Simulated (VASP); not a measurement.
# NaH (Cmmm) in VASP: notebook

The runs below take NaH through single point, with r2SCAN.

Everything below comes from runs of VASP 6.6.1. Logs are shortened: lines on timing, memory, paths and dates and some standing lists are left out, and cuts for length are marked.

## 1. The cell of the first run

The structure is orthorhombic, space group Cmmm (No. 65). The conventional cell has a = 4.054 Å, b = 4.305 Å, c = 2.955 Å, α = 90.00°, β = 90.00°, γ = 90.00°. Na (site symmetry mmm) has 8 H at 2.51 to 2.61 Å and 6 Na at 2.96 Å within 3.3 Å. Within 3.3 Å of H (site symmetry mmm) lie 8 Na at 2.51 to 2.61 Å and 6 H at 2.96 Å.

## 2. Single point, r2SCAN (strain -0.0600 x Voigt [0, 0, 0, 1, 0, 0])

The input, POSCAR:

```
NaH
1.0
    2.9551240000      0.0000000000      0.0000000000
    0.0000000000      2.9551240000     -0.0886537200
    0.0000000000     -0.0886537200      2.9551240000
Na H
1 1
Direct
    0.0000000000      0.0000000000      0.0000000000
    0.5000000000      0.5000000000      0.5000000000
```

The input, INCAR.step1:

```
PREC = Accurate
ENCUT = 520
ISMEAR = 0
SIGMA = 0.05
LREAL = F
LASPH = T
NELM = 100
NBANDS = 11
GGA = PE
ALGO = Normal
EDIFF = 1E-4
LWAVE = T
LCHARG = F
```

The input, INCAR.step2:

```
PREC = Accurate
ENCUT = 520
EDIFF = 1E-7
ISMEAR = 0
SIGMA = 0.05
LREAL = F
LASPH = T
NELM = 100
ALGO = Normal
ISIF = 2
LWAVE = F
LCHARG = T
METAGGA = R2SCAN
LMIXTAU = T
LELF = T
LVHAR = T
NBANDS = 11
ISTART = 1
```

The input, KPOINTS:

```
regular mesh
0
Gamma
  10 10 10
```

Potentials or basis: VASP PAW PBE potentials, release 64 (Na_pv, H).

The run is started by

```
cat potpaw_PBE.64/Na_pv/POTCAR potpaw_PBE.64/H/POTCAR > POTCAR
cp INCAR.step1 INCAR
mpirun -np 1 vasp_std > vasp.out
cp INCAR.step2 INCAR
mpirun -np 1 vasp_std > vasp.out
```

OUTCAR:

```text
PREC = Accurate
   ENCUT = 520
   EDIFF = 1E-7
   ISMEAR = 0
   LREAL = F
   LASPH = T
   NELM = 100
   ISIF = 2
   METAGGA = R2SCAN
   ISTART = 1

 ion  position               nearest neighbor table
   1  0.000  0.000  0.000-
   2  0.500  0.500  0.500-

  LATTYP: Found a base centered orthorhombic cell.
 ALAT       =     4.0538011461
 B/A-ratio  =     1.0618556701
 C/A-ratio  =     0.7289760631

  Lattice vectors:

 A1 = (   0.0000000000,   2.9551240000,  -0.0886537200)
 A2 = (   0.0000000000,  -0.0886537200,   2.9551240000)
 A3 = (   2.9551240000,   0.0000000000,   0.0000000000)

Analysis of symmetry for initial positions (statically):
=====================================================================
 Subroutine PRICEL returns:
 Original cell was already a primitive cell.

 Routine SETGRP: Setting up the symmetry group for a
 base centered orthorhombic supercell.

 Subroutine GETGRP returns: Found  8 space group operations
 (whereof  8 operations were pure point group operations)
 out of a pool of  8 trial point group operations.

The static configuration has the point symmetry D_2h.

Analysis of symmetry for dynamics (positions and initial velocities):
=====================================================================
 Subroutine PRICEL returns:
 Original cell was already a primitive cell.

 Routine SETGRP: Setting up the symmetry group for a
 base centered orthorhombic supercell.

 Subroutine GETGRP returns: Found  8 space group operations
 (whereof  8 operations were pure point group operations)
 out of a pool of  8 trial point group operations.

The dynamic configuration has the point symmetry D_2h.

 Subroutine INISYM returns: Found  8 space group operations
 (whereof  8 operations are pure point group operations),
 and found     1 'primitive' translations

----------------------------------------------------------------------------------------

                                     Primitive cell

  volume of cell :      25.7832

  direct lattice vectors                    reciprocal lattice vectors
     2.955124000  0.000000000  0.000000000     0.338395275  0.000000000  0.000000000
     0.000000000  2.955124000 -0.088653720     0.000000000  0.338700106  0.010161003
     0.000000000 -0.088653720  2.955124000     0.000000000  0.010161003  0.338700106

  length of vectors
     2.955124000  2.956453507  2.956453507     0.338395275  0.338852486  0.338852486

  position of ions in fractional coordinates (direct lattice)
     0.000000000  0.000000000  0.000000000
     0.500000000  0.500000000  0.500000000

  ion indices of the primitive-cell ions
   primitive index   ion index
                 1           1
                 2           2

----------------------------------------------------------------------------------------

 KPOINTS: regular mesh

Automatic generation of k-mesh.
 Grid dimensions read from file:
 generate k-points for:   10   10   10

 Generating k-lattice:

  Cartesian coordinates                     Fractional coordinates (reciprocal lattice)
     0.033839528  0.000000000  0.000000000     0.100000000  0.000000000  0.000000000
     0.000000000  0.033870011  0.001016100     0.000000000  0.100000000 -0.000000000
     0.000000000  0.001016100  0.033870011     0.000000000 -0.000000000  0.100000000

  Length of vectors
     0.033839528  0.033885249  0.033885249

  Shift w.r.t. Gamma in fractional coordinates (k-lattice)
     0.000000000  0.000000000  0.000000000

 Subroutine IBZKPT returns following result:
 ===========================================

 Found    186 irreducible k-points:

 Following reciprocal coordinates:
            Coordinates               Weight
  0.000000  0.000000  0.000000      1.000000
  0.100000  0.000000  0.000000      2.000000
  0.200000  0.000000  0.000000      2.000000
  0.300000  0.000000  0.000000      2.000000
  0.400000  0.000000  0.000000      2.000000
  0.500000  0.000000  0.000000      1.000000
[... 16 lines left out ...]
  0.400000  0.300000  0.000000      8.000000
  0.500000  0.300000  0.000000      4.000000
 [... further k-points ...]
   k-points           NKPTS =    186   k-points in BZ     NKDIM =    186   number of bands    NBANDS=     11
   number of dos      NEDOS =    301   number of ions     NIONS =      2
   total plane-waves  NPLWV =  13824
   dimension x,y,z NGX =    24 NGY =   24 NGZ =   24
   dimension x,y,z NGXF=    48 NGYF=   48 NGZF=   48
   ions per type =               1   1
   NGX,Y,Z   is equivalent  to a cutoff of  13.50, 13.50, 13.50 a.u.
   NGXF,Y,Z  is equivalent  to a cutoff of  27.00, 26.99, 26.99 a.u.
 SYSTEM =  unknown system
   PREC   = accura    normal or accurate (medium, high low for compatibility)
   ISTART =      1    job   : 0-new  1-cont  2-samecut
   ICHARG =      0    charge: 1-file 2-atom 10-const
   ISPIN  =      1    spin polarized calculation?
   LNONCOLLINEAR =      F non collinear calculations
   LSORBIT =      F    spin-orbit coupling
   LASPH  =      T    aspherical Exc in radial PAW
   ENCUT  =  520.0 eV  38.22 Ry    6.18 a.u.   5.49  5.50  5.50*2*pi/ulx,y,z
   NELM   =    100;   NELMIN=  2; NELMDL=  0     # of ELM steps
   EDIFF  = 0.1E-06   stopping-criterion for ELM
   LREAL  =      F    real-space projection
   EDIFFG = 0.1E-05   stopping-criterion for IOM
   NSW    =      0    number of steps for IOM
   IBRION =     -1    ionic relax: 0-MD 1-quasi-New 2-CG
   NFREE  =      0    steps in history (QN), initial steepest desc. (CG)
   ISIF   =      2    stress and relaxation
   ISYM   =      2    0-nonsym 1-usesym 2-fastsym
   POTIM  = 0.5000    time-step for ionic-motion
   TEBEG  =    0.0;   TEEND  =   0.0 temperature during run
   PSTRESS=    0.0 pullay stress
   NELECT =       8.0000    total number of electrons
   NUPDOWN=      -1.0000    fix difference up-down
   EMIN   =  10.00;   EMAX   =-10.00  energy-range for DOS
   EFERMI =   0.00;   METHOD = LEGACY
   ISMEAR =     0;   SIGMA  =   0.05  broadening in eV -4-tet -1-fermi 0-gaus
   EFERMI_NEDOS =   21; number of points for ismear=-14 and -15
   IALGO  =     38    algorithm
   IMIX   =      4    mixing-type and parameters
     AMIX     =   0.40;   BMIX     =  1.00
     AMIX_MAG =   1.60;   BMIX_MAG =  1.00
  volume/ion in A,a.u.               =      12.89        87.00
  Fermi-wavevector in a.u.,A,eV,Ry     =   1.108305  2.094394 16.712593  1.228341
  Thomas-Fermi vector in A             =   2.244831
   LORBIT       =      0    0 simple, 1 ext, 2 COOP (PROOUT), +10 PAW based schemes
   METAGGA = R2SCAN    functional components
   LHFCALC =     F    Hartree Fock is set to
   AEXX    =    0.0000 exact exchange contribution
   IVDW    =     0    specifies the selected vdW correction
   LEPSILON=     F    determine dielectric tensor
   LRPA    =     F    only Hartree local field effects (RPA)
 non-spin polarized calculation
 Gauss-broadening in eV      SIGMA  =   0.05
  energy-cutoff  :      520.00
  volume of cell :       25.78
 maximum number of plane-waves:       711
 NGX is ok and might be reduce to    24
   NGX = 11   NGY = 11   NGZ = 11

 number of electron       8.0000006 magnetization

 Free energy of the ion-electron system (eV)
  ---------------------------------------------------
  ext. energy  EPLUGINS =         0.00000000
  ---------------------------------------------------
  free energy    TOTEN  =        -7.29359004 eV

  energy without entropy =       -7.29359004  energy(sigma->0) =       -7.29359004

 E-fermi :   1.3604     XC(G=0):  -8.5638

 val. band max:        1.0396228403   @ k =   0.5000   0.5000   0.5000
 cond. band min:       2.6638657077   @ k =   0.5000   0.0000   0.0000
 fundamental gap:      1.6242428674
 Fermi energy:         1.3604315399

 k-point     1 :       0.0000    0.0000    0.0000
  band No.  band energies     occupation
      1     -24.4176      2.00000
      2     -24.4106      2.00000
      3     -24.4051      2.00000
      4      -4.9003      2.00000
      5      10.7432      0.00000
      6      12.6543      0.00000
      7      12.6921      0.00000
      8      14.3460      0.00000
      9      14.3772      0.00000
     10      14.4018      0.00000
     11      26.9091      0.00000

 k-point     2 :       0.1000    0.0000    0.0000
  band No.  band energies     occupation
      1     -24.4267      2.00000
      2     -24.4162      2.00000
      3     -24.4037      2.00000
      4      -4.7424      2.00000
      5       9.6376      0.00000
      6      11.8165      0.00000
      7      12.8603      0.00000
      8      14.4817      0.00000
      9      14.5231      0.00000
     10      16.6710      0.00000
     11      26.1700      0.00000

 k-point     3 :       0.2000    0.0000    0.0000
  band No.  band energies     occupation
      1     -24.4686      2.00000
      2     -24.4127      2.00000
      3     -24.3999      2.00000
      4      -4.2846      2.00000
      5       7.2605      0.00000
      6      11.9851      0.00000
      7      13.3602      0.00000
      8      14.7850      0.00000
      9      14.8787      0.00000
     10      19.9803      0.00000
     11      24.1309      0.00000

 k-point     4 :       0.3000    0.0000    0.0000
  band No.  band energies     occupation
      1     -24.5200      2.00000
      2     -24.4082      2.00000
      3     -24.3952      2.00000
      4      -3.5879      2.00000
      5       5.0515      0.00000
      6      12.4298      0.00000
      7      14.1705      0.00000
      8      15.2460      0.00000
      9      15.4321      0.00000
     10      21.7819      0.00000
     11      22.2277      0.00000
[... 239 lines left out ...]
 k-point    22 :       0.3000    0.3000    0.0000
  band No.  band energies     occupation
      1     -24.5085      2.00000
      2     -24.5009      2.00000
      3     -24.3924      2.00000
      4      -2.4362      2.00000
      5       5.9220      0.00000
      6       7.0629      0.00000
      7      13.1289      0.00000
      8      15.9846      0.00000
      9      16.6514      0.00000
     10      21.4697      0.00000
     11      22.2424      0.00000

 k-point    23 :       0.4000    0.3000    0.0000
  band No.  band energies     occupation
      1     -24.5433      2.00000
      2     -24.4991      2.00000
      3     -24.3888      2.00000
      4      -1.7976      2.00000
      5       4.8036      0.00000
      6       7.4453      0.00000
      7      12.0976      0.00000
      8      15.9122      0.00000
      9      17.4319      0.00000
     10      20.9342      0.00000
     11      21.6813      0.00000

 k-point    24 :       0.5000    0.3000    0.0000
  band No.  band energies     occupation
      1     -24.5580      2.00000
      2     -24.4970      2.00000
      3     -24.3875      2.00000
      4      -1.4892      2.00000
      5       4.2185      0.00000
      6       7.8693      0.00000
      7      11.4791      0.00000
      8      16.0469      0.00000
      9      17.9040      0.00000
     10      20.3875      0.00000
     11      21.3229      0.00000

 [... further k-points ...]
[... 5 lines left out ...]
  --------------------------------------------------------------------------------------
  -------------------------------------------------------------------------------------
  Total       -0.1440834     -0.1210153     -0.1210153      0.0000000     -0.0477694      0.0000000
  in kB       -8.9534109     -7.5199464     -7.5199464      0.0000000     -2.9684111      0.0000000
  external PRESSURE =      -7.9977679 kB  Pullay stress =       0.0000000 kB

 VOLUME and BASIS-vectors are now :
 -----------------------------------------------------------------------------
  energy-cutoff  :      520.00
  volume of cell :       25.78
      direct lattice vectors                 reciprocal lattice vectors
     2.955124000  0.000000000  0.000000000     0.338395275  0.000000000  0.000000000
     0.000000000  2.955124000 -0.088653720     0.000000000  0.338700106  0.010161003
     0.000000000 -0.088653720  2.955124000     0.000000000  0.010161003  0.338700106

 POSITION                                       TOTAL-FORCE (eV/Angst)
 -----------------------------------------------------------------------------------
      0.00000      0.00000      0.00000         0.000000      0.000000      0.000000
      1.47756      1.43324      1.43324         0.000000     -0.000000      0.000000
 -----------------------------------------------------------------------------------
    total drift:                                0.000000      0.000000     -0.000000

  FREE ENERGIE OF THE ION-ELECTRON SYSTEM (eV)
  ---------------------------------------------------
  free  energy   TOTEN  =        -7.2935900403 eV

  energy  without entropy=       -7.2935900403  energy(sigma->0) =       -7.29359004
```

Run time: 2.2 min. Hardware: 1 thread of Intel Xeon Platinum 8375C at 2.90GHz (Ice Lake), shared host; peak memory 0.17 GiB.

What came out:

- Free energy: -7.2936 eV
- Pressure: -0.8 GPa
- Band gap on the k mesh: 1.62 eV, indirect (least direct gap 5.10 eV)

Stress tensor (GPa, compression positive):
```
-0.90  0.00  0.00
 0.00 -0.75 -0.30
 0.00 -0.30 -0.75
```

Levels at points of the mesh, in eV from the valence-band top:
| k point | band 1 | band 2 | band 3 | band 4 | band 5 | band 6 | band 7 | band 8 |
| --- | --- | --- | --- | --- | --- | --- | --- | --- |
| (0.00, 0.00, 0.00) | -25.46 | -25.45 | -25.44 | -5.94 | 9.70 | 11.61 | 11.65 | 13.31 |
| (0.50, 0.00, 0.00) | -25.62 | -25.44 | -25.43 | -3.47 | 1.62 | 11.99 | 14.85 | 14.95 |
| (0.00, 0.50, 0.00) | -25.62 | -25.44 | -25.44 | -3.47 | 1.64 | 11.91 | 14.26 | 15.11 |
| (0.50, 0.50, 0.00) | -25.59 | -25.59 | -25.42 | -1.80 | 4.84 | 4.85 | 7.77 | 15.53 |
| (0.00, 0.50, 0.50) | -25.60 | -25.57 | -25.42 | -1.81 | 4.35 | 5.36 | 7.82 | 15.69 |
| (0.50, 0.50, 0.50) | -25.58 | -25.56 | -25.55 | 0.00 | 6.90 | 7.30 | 7.74 | 9.58 |

Caveat: the cell differs from its parent crystal (strain -0.0600 x Voigt [0, 0, 0, 1, 0, 0]); the PAW data sets were made with another functional, which shifts forces and pressure a little.

## 3. Single point, r2SCAN (strain +0.0525 x Voigt [0, 0, 0, 1, 0, 0])

The input, POSCAR:

```
NaH
1.0
    2.9551240000      0.0000000000      0.0000000000
    0.0000000000      2.9551240000      0.0775720050
    0.0000000000      0.0775720050      2.9551240000
Na H
1 1
Direct
    0.0000000000      0.0000000000      0.0000000000
    0.5000000000      0.5000000000      0.5000000000
```

The input, INCAR.step1:

```
SYSTEM = NaH
  ALGO = Normal
  EDIFF = 1E-4
  ENCUT = 520
  GGA = PE
  ISMEAR = 0
  LASPH = .TRUE.
  LCHARG = .FALSE.
  LREAL = .FALSE.
  LWAVE = .TRUE.
  NBANDS = 11
  NELM = 100
  PREC = Accurate
  SIGMA = 0.05
```

The input, INCAR.step2:

```
SYSTEM = NaH
  ALGO = Normal
  EDIFF = 1E-7
  ENCUT = 520
  ISIF = 2
  ISMEAR = 0
  ISTART = 1
  LASPH = .TRUE.
  LCHARG = .FALSE.
  LMIXTAU = .TRUE.
  LREAL = .FALSE.
  LWAVE = .FALSE.
  METAGGA = R2SCAN
  NBANDS = 11
  NELM = 100
  PREC = Accurate
  SIGMA = 0.05
```

The input, KPOINTS:

```
k-points
0
G
  10 10 10
  0 0 0
```

Potentials or basis: VASP PAW PBE potentials, release 64 (Na_pv, H).

The run is started by

```
cat potpaw_PBE.64/Na_pv/POTCAR potpaw_PBE.64/H/POTCAR > POTCAR
cp INCAR.step1 INCAR
mpirun -np 1 vasp_std > vasp.out
cp INCAR.step2 INCAR
mpirun -np 1 vasp_std > vasp.out
```

Wall time 2.7 min (1 thread of Intel Xeon Platinum 8375C at 2.90GHz (Ice Lake), shared host); peak memory 0.17 GiB.

The run converged. Its results:

- Free energy: -7.2932 eV
- Pressure: -0.8 GPa
- Band gap on the k mesh: 1.62 eV, indirect (least direct gap 5.10 eV)

Stress tensor (GPa, compression positive):
```
-0.90  0.00  0.00
 0.00 -0.74  0.25
 0.00  0.25 -0.74
```

Levels at points of the mesh, in eV from the valence-band top:
```
           k point  band 1  band 2  band 3  band 4  band 5  band 6  band 7  band 8  band 9
(0.00, 0.00, 0.00)  -25.46  -25.46  -25.45   -5.94    9.70   11.61   11.64   13.30   13.32
(0.50, 0.00, 0.00)  -25.62  -25.45  -25.44   -3.48    1.62   11.98   14.83   14.96   15.32
(0.00, 0.50, 0.00)  -25.62  -25.44  -25.44   -3.47    1.63   11.92   14.33   15.11   15.61
(0.50, 0.50, 0.00)  -25.59  -25.59  -25.43   -1.80    4.84    4.84    7.77   15.56   19.43
(0.00, 0.50, 0.50)  -25.61  -25.58  -25.43   -1.82    4.41    5.29    7.81   15.68   19.10
(0.50, 0.50, 0.50)  -25.59  -25.57  -25.56    0.00    6.94    7.29    7.68    9.63   10.15
```

Caveat: the cell differs from its parent crystal (strain +0.0525 x Voigt [0, 0, 0, 1, 0, 0]); the PAW data sets were made with another functional, which shifts forces and pressure a little.
